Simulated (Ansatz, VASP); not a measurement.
**Pt in VASP and in Ansatz**

File INCAR:

```
SYSTEM = Pt
  PREC = Accurate
  ENCUT = 520
  EDIFF = 1E-7
  ISMEAR = 0
  SIGMA = 0.15
  LREAL = .FALSE.
  LASPH = .TRUE.
  NELM = 100
  ALGO = Fast
  ISIF = 2
  LWAVE = .FALSE.
  LCHARG = .FALSE.
  GGA = PE
  NBANDS = 11
```

KPOINTS

```
Automatic mesh
0
G
  22 22 22
  0 0 0
```

The input POSCAR:

```
Pt
1.0
   -1.5842200000      1.5842200000      1.5842200000
    1.5842200000     -1.5842200000      1.5842200000
    1.5842200000      1.5842200000     -1.5842200000
Pt
1
Direct
    0.0000000000      0.0000000000      0.0000000000
```

Input for Ansatz:

```yaml
crystal:
  lattice:
    - [-1.58422, 1.58422, 1.58422]
    - [1.58422, -1.58422, 1.58422]
    - [1.58422, 1.58422, -1.58422]
  atoms:
    - { symbol: Pt, position: [0.0, 0.0, 0.0] }
basis:
  ecutwfc: 420
kpoints:
  mp_grid: { grid: [22, 22, 22] }
hamiltonian:
  xc: pbe
scf:
  occupations: { method: gaussian, width: 0.15 }
output:
  forces: true
  stress: true
  eigenvalues: true
  write_density: true
  write_potential: true
  elf: true
  volumetric_format: npy
```

Alike in both runs: task single point; functional PBE; k mesh 22 × 22 × 22; occupations gaussian, width 0.15 eV; no spin polarisation.

|  | VASP | Ansatz |
| --- | --- | --- |
| version | VASP 6.6.1 | Ansatz 0.2.0 |
| potentials or method | VASP PAW PBE potentials, release 64 (Pt), cutoff 520 eV | scalar-relativistic, plane waves, PAW |
| valence electrons in the cell | 10 | 18 |

|  | VASP | Ansatz | Ansatz less VASP |
| --- | --- | --- | --- |
| gap on the k mesh at the Fermi level (eV) | none | none | - |
| pressure (GPa) | -1.5 | -1.0 | +0.45 |

A gap of «none» marks a metal or a gap that the smearing closes. VASP's potentials hold 10 valence electrons a cell and Ansatz's 18, so a difference there can come from the potentials and not from the codes.

Spin-orbit coupling is off throughout.
